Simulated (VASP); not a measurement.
# Lu (P6_3/mmc) in VASP: further runs, part 2 of 2

VASP 6.6.1. Earlier steps stand in the parts before.

### Step 4. Single point, r2SCAN

Contents of POSCAR:

```
Lu
1.0
    3.5048186286      0.0000000000      0.0000000000
   -1.7524093143      3.0352619680      0.0000000000
    0.0000000000      0.0000000000      5.4696750779
Lu
2
Direct
    0.3333333333      0.6666666667      0.2500000000
    0.6666666667      0.3333333333      0.7500000000
```

Contents of INCAR.step1:

```
SYSTEM = Lu
PREC = Accurate
ENCUT = 520
ISMEAR = 1
SIGMA = 0.2
LREAL = .FALSE.
LASPH = .TRUE.
NELM = 100
NBANDS = 32
GGA = PE
ALGO = Normal
EDIFF = 1E-4
LWAVE = .TRUE.
LCHARG = .FALSE.
```

Contents of INCAR.step2:

```
SYSTEM = Lu
PREC = Accurate
ENCUT = 520
EDIFF = 1E-6
ISMEAR = 1
SIGMA = 0.2
LREAL = .FALSE.
LASPH = .TRUE.
NELM = 100
ALGO = Normal
ISIF = 2
LWAVE = .FALSE.
LCHARG = .FALSE.
METAGGA = R2SCAN
LMIXTAU = .TRUE.
NBANDS = 32
ISTART = 1
```

Contents of KPOINTS:

```
regular mesh
0
G
  10 10 6
  0 0 0
```

Potentials or basis: VASP PAW PBE potentials, release 64 (Lu).

The run is started by

```sh
$ cat potpaw_PBE.64/Lu/POTCAR > POTCAR
$ cp INCAR.step1 INCAR
$ mpirun -np 1 vasp_std > vasp.out
$ cp INCAR.step2 INCAR
$ mpirun -np 1 vasp_std > vasp.out
```

OUTCAR:

```text
SYSTEM = Lu
   PREC = Accurate
   ENCUT = 520
   EDIFF = 1E-6
   ISMEAR = 1
   LREAL = .FALSE.
   LASPH = .TRUE.
   NELM = 100
   ISIF = 2
   METAGGA = R2SCAN
   ISTART = 1

 ion  position               nearest neighbor table
   1  0.333  0.667  0.250-   2 3.40   2 3.40   2 3.40   2 3.40   2 3.40   2 3.40
   2  0.667  0.333  0.750-   1 3.40   1 3.40   1 3.40   1 3.40   1 3.40   1 3.40

  LATTYP: Found a hexagonal cell.
 ALAT       =     3.5048186286
 C/A-ratio  =     1.5606157287

  Lattice vectors:

 A1 = (   3.5048186286,   0.0000000000,   0.0000000000)
 A2 = (  -1.7524093143,   3.0352619680,   0.0000000000)
 A3 = (   0.0000000000,   0.0000000000,   5.4696750779)

Analysis of symmetry for initial positions (statically):
=====================================================================
 Subroutine PRICEL returns:
 Original cell was already a primitive cell.

 Routine SETGRP: Setting up the symmetry group for a
 hexagonal supercell.

 Subroutine GETGRP returns: Found 24 space group operations
 (whereof 12 operations were pure point group operations)
 out of a pool of 24 trial point group operations.

The static configuration has the point symmetry D_3d.
 The point group associated with its full space group is D_6h.

Analysis of symmetry for dynamics (positions and initial velocities):
=====================================================================
 Subroutine PRICEL returns:
 Original cell was already a primitive cell.

 Routine SETGRP: Setting up the symmetry group for a
 hexagonal supercell.

 Subroutine GETGRP returns: Found 24 space group operations
 (whereof 12 operations were pure point group operations)
 out of a pool of 24 trial point group operations.

The dynamic configuration has the point symmetry D_3d.
 The point group associated with its full space group is D_6h.

 Subroutine INISYM returns: Found 24 space group operations
 (whereof 12 operations are pure point group operations),
 and found     1 'primitive' translations

----------------------------------------------------------------------------------------

                                     Primitive cell

  volume of cell :      58.1866

  direct lattice vectors                    reciprocal lattice vectors
     3.504818629  0.000000000  0.000000000     0.285321469  0.164730427  0.000000000
    -1.752409314  3.035261968  0.000000000     0.000000000  0.329460854  0.000000000
     0.000000000  0.000000000  5.469675078     0.000000000  0.000000000  0.182826217

  length of vectors
     3.504818629  3.504818629  5.469675078     0.329460854  0.329460854  0.182826217

  position of ions in fractional coordinates (direct lattice)
     0.333333333  0.666666667  0.250000000
     0.666666667  0.333333333  0.750000000

  ion indices of the primitive-cell ions
   primitive index   ion index
                 1           1
                 2           2

----------------------------------------------------------------------------------------

 KPOINTS: regular mesh

Automatic generation of k-mesh.
 Grid dimensions read from file:
 generate k-points for:   10   10    6

 Generating k-lattice:

  Cartesian coordinates                     Fractional coordinates (reciprocal lattice)
     0.028532147  0.016473043  0.000000000     0.100000000 -0.000000000  0.000000000
     0.000000000  0.032946085  0.000000000     0.000000000  0.100000000  0.000000000
     0.000000000  0.000000000  0.030471036     0.000000000  0.000000000  0.166666667

  Length of vectors
     0.032946085  0.032946085  0.030471036

  Shift w.r.t. Gamma in fractional coordinates (k-lattice)
     0.000000000  0.000000000  0.000000000

 Subroutine IBZKPT returns following result:
 ===========================================

 Found     56 irreducible k-points:

 Following reciprocal coordinates:
            Coordinates               Weight
  0.000000  0.000000  0.000000      1.000000
  0.100000 -0.000000  0.000000      6.000000
  0.200000 -0.000000  0.000000      6.000000
  0.300000 -0.000000  0.000000      6.000000
  0.400000 -0.000000  0.000000      6.000000
  0.500000 -0.000000  0.000000      3.000000
[... 16 lines left out ...]
  0.300000  0.100000  0.166667     24.000000
  0.400000  0.100000  0.166667     24.000000
 [... further k-points ...]
   k-points           NKPTS =     56   k-points in BZ     NKDIM =     56   number of bands    NBANDS=     32
   number of dos      NEDOS =    301   number of ions     NIONS =      2
   total plane-waves  NPLWV =  32928
   dimension x,y,z NGX =    28 NGY =   28 NGZ =   42
   dimension x,y,z NGXF=    56 NGYF=   56 NGZF=   84
   ions per type =               2
   NGX,Y,Z   is equivalent  to a cutoff of  13.28, 13.28, 12.77 a.u.
   NGXF,Y,Z  is equivalent  to a cutoff of  26.56, 26.56, 25.53 a.u.
 SYSTEM =  Lu
   PREC   = accura    normal or accurate (medium, high low for compatibility)
   ISTART =      1    job   : 0-new  1-cont  2-samecut
   ICHARG =      0    charge: 1-file 2-atom 10-const
   ISPIN  =      1    spin polarized calculation?
   LNONCOLLINEAR =      F non collinear calculations
   LSORBIT =      F    spin-orbit coupling
   LASPH  =      T    aspherical Exc in radial PAW
   ENCUT  =  520.0 eV  38.22 Ry    6.18 a.u.   6.52  6.52 10.17*2*pi/ulx,y,z
   NELM   =    100;   NELMIN=  2; NELMDL=  0     # of ELM steps
   EDIFF  = 0.1E-05   stopping-criterion for ELM
   LREAL  =      F    real-space projection
   EDIFFG = 0.1E-04   stopping-criterion for IOM
   NSW    =      0    number of steps for IOM
   IBRION =     -1    ionic relax: 0-MD 1-quasi-New 2-CG
   NFREE  =      0    steps in history (QN), initial steepest desc. (CG)
   ISIF   =      2    stress and relaxation
   ISYM   =      2    0-nonsym 1-usesym 2-fastsym
   POTIM  = 0.5000    time-step for ionic-motion
   TEBEG  =    0.0;   TEEND  =   0.0 temperature during run
   PSTRESS=    0.0 pullay stress
   NELECT =      50.0000    total number of electrons
   NUPDOWN=      -1.0000    fix difference up-down
   EMIN   =  10.00;   EMAX   =-10.00  energy-range for DOS
   EFERMI =   0.00;   METHOD = LEGACY
   ISMEAR =     1;   SIGMA  =   0.20  broadening in eV -4-tet -1-fermi 0-gaus
   EFERMI_NEDOS =   21; number of points for ismear=-14 and -15
   IALGO  =     38    algorithm
   IMIX   =      4    mixing-type and parameters
     AMIX     =   0.40;   BMIX     =  1.00
     AMIX_MAG =   1.60;   BMIX_MAG =  1.00
  volume/ion in A,a.u.               =      29.09       196.33
  Fermi-wavevector in a.u.,A,eV,Ry     =   1.556409  2.941187 32.958877  2.422409
  Thomas-Fermi vector in A             =   2.660209
   LORBIT       =      0    0 simple, 1 ext, 2 COOP (PROOUT), +10 PAW based schemes
   METAGGA = R2SCAN    functional components
   LHFCALC =     F    Hartree Fock is set to
   AEXX    =    0.0000 exact exchange contribution
   IVDW    =     0    specifies the selected vdW correction
   LEPSILON=     F    determine dielectric tensor
   LRPA    =     F    only Hartree local field effects (RPA)
 non-spin polarized calculation
 Methfessel and Paxton  Order N= 1 SIGMA  =   0.20
  energy-cutoff  :      520.00
  volume of cell :       58.19
 maximum number of plane-waves:      1616
 NGX is ok and might be reduce to    28
   NGX = 13   NGY = 13   NGZ = 21

 number of electron      49.9999994 magnetization

 Free energy of the ion-electron system (eV)
  ---------------------------------------------------
  ext. energy  EPLUGINS =         0.00000000
  ---------------------------------------------------
  free energy    TOTEN  =       -76.11392773 eV

  energy without entropy =      -76.11014102  energy(sigma->0) =      -76.11266549

 E-fermi :   2.1497     XC(G=0): -11.6057

 val. band max:        2.1395449370   @ k =   0.2000   0.2000   0.1667
 cond. band min:       2.1524498292   @ k =   0.4000   0.1000   0.3333
 fundamental gap:      0.0129048922
 Fermi energy:         2.1496505110

 k-point     1 :       0.0000    0.0000    0.0000
  band No.  band energies     occupation
      1     -55.7109      2.00000
      2     -55.6720      2.00000
      3     -26.0133      2.00000
      4     -25.5623      2.00000
      5     -25.5622      2.00000
      6     -25.4765      2.00000
[... 24 lines left out ...]
     31       5.9588     -0.00000
     32       5.9588     -0.00000
[... 774 lines left out ...]
      2     -55.6686      2.00000
      3     -25.9174      2.00000
      4     -25.8292      2.00000
      5     -25.7342      2.00000
      6     -25.6675      2.00000
[... 24 lines left out ...]
     31       8.3357      0.00000
     32       8.6226      0.00000

 [... further k-points ...]

------------------------ aborting loop because EDIFF is reached ----------------------------------------

  FORCE on cell =-STRESS in cart. coord.  units (eV):
  Direction    XX          YY          ZZ          XY          YZ          ZX
  --------------------------------------------------------------------------------------
  -------------------------------------------------------------------------------------
  Total        0.0778219      0.0778219     -0.0287717      0.0000000     -0.0000000      0.0000000
  in kB        2.1428371      2.1428371     -0.7922316      0.0000000     -0.0000000      0.0000000
  external PRESSURE =       1.1644809 kB  Pullay stress =       0.0000000 kB

 VOLUME and BASIS-vectors are now :
 -----------------------------------------------------------------------------
  energy-cutoff  :      520.00
  volume of cell :       58.19
      direct lattice vectors                 reciprocal lattice vectors
     3.504818629  0.000000000  0.000000000     0.285321469  0.164730427  0.000000000
    -1.752409314  3.035261968  0.000000000     0.000000000  0.329460854  0.000000000
     0.000000000  0.000000000  5.469675078     0.000000000  0.000000000  0.182826217

 POSITION                                       TOTAL-FORCE (eV/Angst)
 -----------------------------------------------------------------------------------
     -0.00000      2.02351      1.36742         0.000000      0.000000      0.000000
      1.75241      1.01175      4.10226         0.000000     -0.000000      0.000000
 -----------------------------------------------------------------------------------
    total drift:                               -0.000000      0.000000     -0.000000

  FREE ENERGIE OF THE ION-ELECTRON SYSTEM (eV)
  ---------------------------------------------------
  free  energy   TOTEN  =       -76.1139277320 eV

  energy  without entropy=      -76.1101410176  energy(sigma->0) =      -76.11266549
```

OUTCAR.step1:

```text
SYSTEM = Lu
   PREC = Accurate
   ENCUT = 520
   ISMEAR = 1
   LREAL = .FALSE.
   LASPH = .TRUE.
[... 1065 lines left out ...]
     -0.00000      2.02351      1.36742         0.000000      0.000000      0.000000
      1.75241      1.01175      4.10226        -0.000000     -0.000000      0.000000
 -----------------------------------------------------------------------------------
    total drift:                               -0.000000      0.000000     -0.000000

  FREE ENERGIE OF THE ION-ELECTRON SYSTEM (eV)
  ---------------------------------------------------
  free  energy   TOTEN  =        -9.0423304355 eV

  energy  without entropy=       -9.0421203199  energy(sigma->0) =       -9.04226040
```

OSZICAR.step1:

```text
N       E                     dE             d eps       ncg     rms          rms(c)
DAV:   1     0.239089199738E+03    0.23909E+03   -0.19258E+04  5240   0.507E+03
DAV:   2     0.209986479661E+02   -0.21809E+03   -0.21003E+03  3824   0.550E+02
DAV:   3    -0.669044437774E+01   -0.27689E+02   -0.27183E+02  5280   0.118E+02
DAV:   4    -0.914304169501E+01   -0.24526E+01   -0.24399E+01  5424   0.245E+01
DAV:   5    -0.921416421198E+01   -0.71123E-01   -0.71098E-01  5600   0.426E+00    0.492E+00
DAV:   6    -0.907945833071E+01    0.13471E+00   -0.41515E-01  5664   0.810E+00    0.232E+00
DAV:   7    -0.904502756473E+01    0.34431E-01   -0.95290E-02  5240   0.187E+00    0.434E-01
DAV:   8    -0.904210079033E+01    0.29268E-02   -0.11825E-02  5896   0.900E-01    0.142E-01
DAV:   9    -0.904232904525E+01   -0.22825E-03   -0.13645E-03  4248   0.257E-01    0.879E-02
DAV:  10    -0.904233043552E+01   -0.13903E-05   -0.19585E-04  3992   0.109E-01
   1 F= -.90423304E+01 E0= -.90422604E+01  d E =-.210116E-03
```

It took 6.7 min on 1 thread of AMD EPYC 7R13 (Zen 3), shared host; peak memory 0.22 GiB.

What came out:

```
Free energy            : -76.1139 eV
Pressure               : 0.1 GPa
Band gap on the k mesh : zero (bands 25 and 26 overlap by 2.00 eV)
```

Levels at points of the mesh, in eV from the Fermi level:
```csv
k point,band 22,band 23,band 24,band 25,band 26,band 27,band 28,band 29
"(0.00, 0.00, 0.00)",-5.02,-5.02,-2.39,0.56,2.46,2.46,2.94,3.26
"(0.50, 0.00, 0.00)",-5.03,-2.37,-1.42,-0.83,-0.42,1.74,2.12,2.63
"(0.00, 0.00, 0.50)",-5.02,-4.53,-4.53,1.37,1.37,2.37,2.37,2.37
"(0.50, 0.00, 0.50)",-5.04,-2.10,-2.10,0.10,0.10,1.47,1.47,3.67
```

Caveat: the PAW data sets were made with another functional, which shifts forces and pressure a little; spin-orbit coupling is left out, which moves the levels of the heavy elements.

### Step 5. Summary

```csv
smearing,gap on the mesh (eV),pressure (GPa)
methfessel-paxton 0.03 eV,none,-0.1
methfessel-paxton 0.1 eV,none,0.0
methfessel-paxton 0.2 eV,none,0.1
```

Alike in all rows: task single point; level r2SCAN; potentials or basis VASP PAW PBE potentials, release 64 (Lu); no spin polarisation; cell as given; k mesh 10 × 10 × 6; cutoff (eV) 520.

Caveats: the PAW data sets were made with another functional, which shifts forces and pressure a little; spin-orbit coupling is left out, which moves the levels of the heavy elements.

Total energies depend on the potentials used, so only differences within one code and one set of settings carry meaning.
